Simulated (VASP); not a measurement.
# Si (a cell with a defect) in VASP: relaxation of the atoms with LDA

Aim: the relaxation of the atoms of Si (a cell with a defect) with LDA.

All numbers are computed with VASP 6.6.1; they aren't measurements. Logs are shortened: lines on timing, memory, paths and dates and some standing lists are left out, and cuts for length are marked.

## (1) The cell of the first run

The cell holds a defect, 17 atoms: a = 7.679 Å, b = 7.679 Å, c = 7.679 Å, α = 60.00°, β = 60.00°, γ = 60.00°.

## (2) Relaxation of the atoms, LDA

The input, INCAR:

```
SYSTEM = Si
PREC = Accurate
ENCUT = 520
EDIFF = 1E-6
ISMEAR = -1
SIGMA = 0.05
LREAL = Auto
LASPH = .TRUE.
NELM = 80
ALGO = Normal
ISIF = 2
LWAVE = .FALSE.
LCHARG = .FALSE.
GGA = CA
IBRION = 2
NSW = 45
EDIFFG = -0.08
```

The input, KPOINTS:

```
Automatic mesh
0
G
  2 2 2
  0 0 0
```

The input, POSCAR:

```
Si
1.0
    0.0000000000      5.4300000000      5.4300000000
    5.4300000000      0.0000000000      5.4300000000
    5.4300000000      5.4300000000      0.0000000000
Si
17
Direct
    0.0000000000      0.0000000000      0.0000000000
    0.1250000000      0.1250000000      0.1250000000
    0.0000000000      0.0000000000      0.5000000000
    0.1250000000      0.1250000000      0.6250000000
    0.0000000000      0.5000000000      0.0000000000
    0.1250000000      0.6250000000      0.1250000000
    0.0000000000      0.5000000000      0.5000000000
    0.1250000000      0.6250000000      0.6250000000
    0.5000000000      0.0000000000      0.0000000000
    0.6250000000      0.1250000000      0.1250000000
    0.5000000000      0.0000000000      0.5000000000
    0.6250000000      0.1250000000      0.6250000000
    0.5000000000      0.5000000000      0.0000000000
    0.6250000000      0.6250000000      0.1250000000
    0.5000000000      0.5000000000      0.5000000000
    0.6250000000      0.6250000000      0.6250000000
    0.2563989000      0.2425673000      0.7571134000
```

Potentials or basis: VASP PAW LDA potentials, release 64 (Si).

The run is started by

```
$ cat potpaw_LDA.64/Si/POTCAR > POTCAR
$ mpirun -np 1 vasp_std > vasp.out
```

OUTCAR:

```text
SYSTEM = Si
   PREC = Accurate
   ENCUT = 520
   EDIFF = 1E-6
   ISMEAR = -1
   LREAL = Auto
   LASPH = .TRUE.
   NELM = 80
   ISIF = 2
   GGA = CA
   IBRION = 2
   NSW = 45
   EDIFFG = -0.08

 ion  position               nearest neighbor table
   1  0.000  0.000  0.000-   2 2.35   4 2.35   6 2.35  10 2.35  17 2.71
   2  0.125  0.125  0.125-  17 2.31   3 2.35   5 2.35   9 2.35   1 2.35
   3  0.000  0.000  0.500-   2 2.35   4 2.35   8 2.35  12 2.35
   4  0.125  0.125  0.625-   1 2.35   3 2.35   7 2.35  11 2.35  17 2.39
   5  0.000  0.500  0.000-   2 2.35   6 2.35   8 2.35  14 2.35  17 2.72
   6  0.125  0.625  0.125-   1 2.35   5 2.35   7 2.35  13 2.35
   7  0.000  0.500  0.500-   4 2.35   6 2.35   8 2.35  16 2.35  17 2.79
   8  0.125  0.625  0.625-   3 2.35   5 2.35   7 2.35  15 2.35  17 2.40
   9  0.500  0.000  0.000-   2 2.35  10 2.35  12 2.35  14 2.35  17 2.64
  10  0.625  0.125  0.125-   1 2.35   9 2.35  11 2.35  13 2.35
  11  0.500  0.000  0.500-   4 2.35  10 2.35  12 2.35  16 2.35  17 2.71
  12  0.625  0.125  0.625-  17 2.31   9 2.35  11 2.35  15 2.35   3 2.35
  13  0.500  0.500  0.000-   6 2.35  10 2.35  14 2.35  16 2.35
  14  0.625  0.625  0.125-   5 2.35   9 2.35  13 2.35  15 2.35
  15  0.500  0.500  0.500-   8 2.35  12 2.35  14 2.35  16 2.35  17 2.72
  16  0.625  0.625  0.625-   7 2.35  11 2.35  13 2.35  15 2.35
  17  0.256  0.243  0.757-   2 2.31  12 2.31   4 2.39   8 2.40   9 2.64   1 2.71  11 2.71   5 2.72
                            15 2.72   7 2.79

  LATTYP: Found a face centered cubic cell.
 ALAT       =    10.8600000000

  Lattice vectors:

 A1 = (   0.0000000000,   5.4300000000,   5.4300000000)
 A2 = (   5.4300000000,   0.0000000000,   5.4300000000)
 A3 = (   5.4300000000,   5.4300000000,   0.0000000000)

Analysis of symmetry for initial positions (statically):
=====================================================================
 Subroutine PRICEL returns:
 Original cell was already a primitive cell.

 Routine SETGRP: Setting up the symmetry group for a
 face centered cubic supercell.

 Subroutine GETGRP returns: Found  1 space group operations
 (whereof  1 operations were pure point group operations)
 out of a pool of 48 trial point group operations.

The static configuration has the point symmetry C_1 .

Analysis of symmetry for dynamics (positions and initial velocities):
=====================================================================
 Subroutine PRICEL returns:
 Original cell was already a primitive cell.

 Routine SETGRP: Setting up the symmetry group for a
 face centered cubic supercell.

 Subroutine GETGRP returns: Found  1 space group operations
 (whereof  1 operations were pure point group operations)
 out of a pool of 48 trial point group operations.

The dynamic configuration has the point symmetry C_1 .

 Subroutine INISYM returns: Found  1 space group operations
 (whereof  1 operations are pure point group operations),
 and found     1 'primitive' translations

----------------------------------------------------------------------------------------

                                     Primitive cell

  volume of cell :     320.2060

  direct lattice vectors                    reciprocal lattice vectors
     0.000000000  5.430000000  5.430000000    -0.092081031  0.092081031  0.092081031
     5.430000000  0.000000000  5.430000000     0.092081031 -0.092081031  0.092081031
     5.430000000  5.430000000  0.000000000     0.092081031  0.092081031 -0.092081031

  length of vectors
     7.679179644  7.679179644  7.679179644     0.159489025  0.159489025  0.159489025

  position of ions in fractional coordinates (direct lattice)
     0.000000000  0.000000000  0.000000000
     0.125000000  0.125000000  0.125000000
     0.000000000  0.000000000  0.500000000
     0.125000000  0.125000000  0.625000000
     0.000000000  0.500000000  0.000000000
     0.125000000  0.625000000  0.125000000
[... 9 lines left out ...]
     0.625000000  0.625000000  0.625000000
     0.256398900  0.242567300  0.757113400

  ion indices of the primitive-cell ions
   primitive index   ion index
                 1           1
                 2           2
                 3           3
                 4           4
                 5           5
                 6           6
[... 9 lines left out ...]
                16          16
                17          17

----------------------------------------------------------------------------------------

 KPOINTS: Automatic mesh

Automatic generation of k-mesh.
 Grid dimensions read from file:
 generate k-points for:    2    2    2

 Generating k-lattice:

  Cartesian coordinates                     Fractional coordinates (reciprocal lattice)
    -0.046040516  0.046040516  0.046040516     0.500000000  0.000000000  0.000000000
     0.046040516 -0.046040516  0.046040516     0.000000000  0.500000000  0.000000000
     0.046040516  0.046040516 -0.046040516     0.000000000  0.000000000  0.500000000

  Length of vectors
     0.079744512  0.079744512  0.079744512

  Shift w.r.t. Gamma in fractional coordinates (k-lattice)
     0.000000000  0.000000000  0.000000000

 Subroutine IBZKPT returns following result:
 ===========================================

 Found      8 irreducible k-points:

 Following reciprocal coordinates:
            Coordinates               Weight
  0.000000  0.000000  0.000000      1.000000
  0.500000  0.000000  0.000000      1.000000
  0.000000  0.500000  0.000000      1.000000
  0.000000  0.000000  0.500000      1.000000
  0.500000  0.500000  0.500000      1.000000
  0.500000  0.500000  0.000000      1.000000
  0.000000  0.500000  0.500000      1.000000
  0.500000  0.000000  0.500000      1.000000
   k-points           NKPTS =      8   k-points in BZ     NKDIM =      8   number of bands    NBANDS=     43
   number of dos      NEDOS =    301   number of ions     NIONS =     17
   total plane-waves  NPLWV = 216000
   dimension x,y,z NGX =    60 NGY =   60 NGZ =   60
   dimension x,y,z NGXF=   120 NGYF=  120 NGZF=  120
   ions per type =              17
   NGX,Y,Z   is equivalent  to a cutoff of  12.99, 12.99, 12.99 a.u.
   NGXF,Y,Z  is equivalent  to a cutoff of  25.98, 25.98, 25.98 a.u.
 SYSTEM =  Si
   PREC   = accura    normal or accurate (medium, high low for compatibility)
   ISTART =      0    job   : 0-new  1-cont  2-samecut
   ICHARG =      2    charge: 1-file 2-atom 10-const
   ISPIN  =      1    spin polarized calculation?
   LNONCOLLINEAR =      F non collinear calculations
   LSORBIT =      F    spin-orbit coupling
   LASPH  =      T    aspherical Exc in radial PAW
   ENCUT  =  520.0 eV  38.22 Ry    6.18 a.u.  14.28 14.28 14.28*2*pi/ulx,y,z
   NELM   =     80;   NELMIN=  2; NELMDL= -5     # of ELM steps
   EDIFF  = 0.1E-05   stopping-criterion for ELM
   LREAL  =      T    real-space projection
   EDIFFG = -.8E-01   stopping-criterion for IOM
   NSW    =     45    number of steps for IOM
   IBRION =      2    ionic relax: 0-MD 1-quasi-New 2-CG
   NFREE  =      1    steps in history (QN), initial steepest desc. (CG)
   ISIF   =      2    stress and relaxation
   ISYM   =      2    0-nonsym 1-usesym 2-fastsym
   POTIM  = 0.5000    time-step for ionic-motion
   TEBEG  =    0.0;   TEEND  =   0.0 temperature during run
   PSTRESS=    0.0 pullay stress
   NELECT =      68.0000    total number of electrons
   NUPDOWN=      -1.0000    fix difference up-down
   EMIN   =  10.00;   EMAX   =-10.00  energy-range for DOS
   EFERMI =   0.00;   METHOD = LEGACY
   ISMEAR =    -1;   SIGMA  =   0.05  broadening in eV -4-tet -1-fermi 0-gaus
   EFERMI_NEDOS =   21; number of points for ismear=-14 and -15
   IALGO  =     38    algorithm
   IMIX   =      4    mixing-type and parameters
     AMIX     =   0.40;   BMIX     =  1.00
     AMIX_MAG =   1.60;   BMIX_MAG =  1.00
  volume/ion in A,a.u.               =      18.84       127.11
  Fermi-wavevector in a.u.,A,eV,Ry     =   0.976715  1.845724 12.979587  0.953973
  Thomas-Fermi vector in A             =   2.107356
   LORBIT       =      0    0 simple, 1 ext, 2 COOP (PROOUT), +10 PAW based schemes
   GGA     = CA    functional components
   LHFCALC =     F    Hartree Fock is set to
   AEXX    =    0.0000 exact exchange contribution
   IVDW    =     0    specifies the selected vdW correction
   LEPSILON=     F    determine dielectric tensor
   LRPA    =     F    only Hartree local field effects (RPA)
 conjugate gradient relaxation of ions
 non-spin polarized calculation
  energy-cutoff  :      520.00
  volume of cell :      320.21
 maximum number of plane-waves:      8646
 NGX is ok and might be reduce to    60
   NGX = 29   NGY = 29   NGZ = 29

--------------------------------------- Ionic step        1  -------------------------------------------

 number of electron      68.0000004 magnetization

 Free energy of the ion-electron system (eV)
  ---------------------------------------------------
  ext. energy  EPLUGINS =         0.00000000
  ---------------------------------------------------
  free energy    TOTEN  =       -97.44838448 eV

  energy without entropy =      -97.41322058  energy(sigma->0) =      -97.43080253

------------------------ aborting loop because EDIFF is reached ----------------------------------------

  FORCE on cell =-STRESS in cart. coord.  units (eV):
  Direction    XX          YY          ZZ          XY          YZ          ZX
  --------------------------------------------------------------------------------------
  -------------------------------------------------------------------------------------
  Total        4.4327998      4.4332017      4.4328404      0.0665249      0.0149675     -0.8873356
  in kB       22.1798810     22.1818919     22.1800842      0.3328629      0.0748912     -4.4398571
  external PRESSURE =      22.1806191 kB  Pullay stress =       0.0000000 kB
[... 240 lines left out ...]
  energy  without entropy=      -97.5386583946  energy(sigma->0) =      -97.55703144

--------------------------------------- Ionic step        6  -------------------------------------------

 number of electron      68.0000000 magnetization

 Free energy of the ion-electron system (eV)
  ---------------------------------------------------
  ext. energy  EPLUGINS =         0.00000000
  ---------------------------------------------------
  free energy    TOTEN  =       -97.57638612 eV

  energy without entropy =      -97.53973257  energy(sigma->0) =      -97.55805935

 E-fermi :   6.7560     XC(G=0):  -9.8498

 val. band max:        6.5762478910   @ k =   0.0000   0.0000   0.0000
 cond. band min:       6.8073486444   @ k =   0.0000   0.5000   0.5000
 fundamental gap:      0.2311007534
 Fermi energy:         6.7559750705

 k-point     1 :       0.0000    0.0000    0.0000
  band No.  band energies     occupation
      1      -6.3630      2.00000
      2      -3.8212      2.00000
      3      -3.6730      2.00000
      4      -3.6686      2.00000
      5      -3.6670      2.00000
      6      -2.8525      2.00000
[... 401 lines left out ...]
  FREE ENERGIE OF THE ION-ELECTRON SYSTEM (eV)
  ---------------------------------------------------
  free  energy   TOTEN  =       -97.5763861207 eV

  energy  without entropy=      -97.5397325717  energy(sigma->0) =      -97.55805935

 reached required accuracy - stopping structural energy minimisation
```

It took 7.3 min on 1 thread of AMD EPYC 9R45 (Zen 5), shared host; peak memory 0.35 GiB.

What came out:

```
Free energy                  : -97.5764 eV
Energy gained by relaxing    : 7.5 meV/atom
Ionic steps                  : 6
Pressure after relaxing      : 1.7 GPa
Largest force after relaxing : 0.055 eV/Å
Band gap on the k mesh       : zero (bands 34 and 35 overlap by 0.24 eV)
```

Forces in eV/Å, atoms in the order of the input:
```
Si   0.010  0.010 -0.001
Si  -0.005  0.014  0.003
Si   0.000 -0.022  0.002
Si   0.003  0.019  0.003
Si   0.001  0.011 -0.011
Si  -0.002 -0.005  0.003
Si  -0.001 -0.005 -0.001
Si  -0.004  0.020 -0.004
Si   0.001 -0.004  0.000
Si  -0.007 -0.004 -0.006
Si  -0.001  0.009  0.010
Si   0.004  0.013 -0.006
Si   0.000  0.000  0.000
Si   0.007 -0.005  0.007
Si  -0.011  0.011  0.001
Si   0.003 -0.005 -0.002
Si   0.002 -0.055  0.004
```

The path:
| step | energy change (eV) | largest force (eV/Å) | pressure (GPa) |
| --- | --- | --- | --- |
| 1 | 0.0000 | 1.0399 | 2.22 |
| 2 | -0.1206 | 0.1897 | 1.75 |
| 3 | -0.1224 | 0.2068 | 1.70 |
| 4 | -0.1269 | 0.0912 | 1.69 |
| 5 | -0.1270 | 0.0968 | 1.70 |
| 6 | -0.1280 | 0.0554 | 1.71 |

Final structure:
```
Si
1.0
     0.00000    5.43000    5.43000
     5.43000    0.00000    5.43000
     5.43000    5.43000    0.00000
Si
17
Direct
  0.99696 0.99688 0.00320
  0.12219 0.12256 0.13273
  0.00157 0.99818 0.50175
  0.12332 0.12361 0.62332
  0.99698 0.50293 0.00318
  0.12647 0.62439 0.12471
  0.99711 0.50288 0.49711
  0.12344 0.62945 0.62343
  0.50326 0.99672 0.00328
  0.62454 0.12672 0.12455
  0.50318 0.99689 0.49697
  0.63258 0.12261 0.62224
  0.49993 0.50008 0.99993
  0.62456 0.62418 0.12457
  0.50317 0.50293 0.49699
  0.62470 0.62440 0.62646
  0.25243 0.24716 0.75268
```

Levels at points of the mesh, in eV from the Fermi level:
| k point | band 31 | band 32 | band 33 | band 34 | band 35 | band 36 | band 37 | band 38 |
| --- | --- | --- | --- | --- | --- | --- | --- | --- |
| (0.00, 0.00, 0.00) | -0.73 | -0.73 | -0.73 | -0.20 | -0.19 | -0.18 | 0.09 | 0.09 |
| (0.50, 0.00, 0.00) | -1.47 | -1.33 | -1.32 | -0.31 | 0.56 | 0.58 | 0.91 | 0.91 |
| (0.00, 0.50, 0.00) | -1.47 | -1.32 | -1.32 | -0.30 | 0.55 | 0.58 | 0.92 | 0.92 |
| (0.00, 0.00, 0.50) | -1.47 | -1.33 | -1.32 | -0.31 | 0.56 | 0.58 | 0.91 | 0.91 |
| (0.50, 0.50, 0.50) | -1.47 | -1.33 | -1.32 | -0.30 | 0.55 | 0.58 | 0.91 | 0.92 |
| (0.50, 0.50, 0.00) | -1.92 | -1.78 | -0.94 | 0.05 | 0.75 | 1.07 | 1.07 | 1.17 |
| (0.00, 0.50, 0.50) | -1.92 | -1.78 | -0.94 | 0.05 | 0.75 | 1.07 | 1.07 | 1.17 |
| (0.50, 0.00, 0.50) | -1.92 | -1.78 | -0.94 | 0.05 | 0.76 | 1.06 | 1.07 | 1.17 |

Caveat: the k points lie up to 0.50 Å⁻¹ apart; the relaxation stopped at a loose force limit of 0.08 eV/Å, so its end isn't a converged minimum.
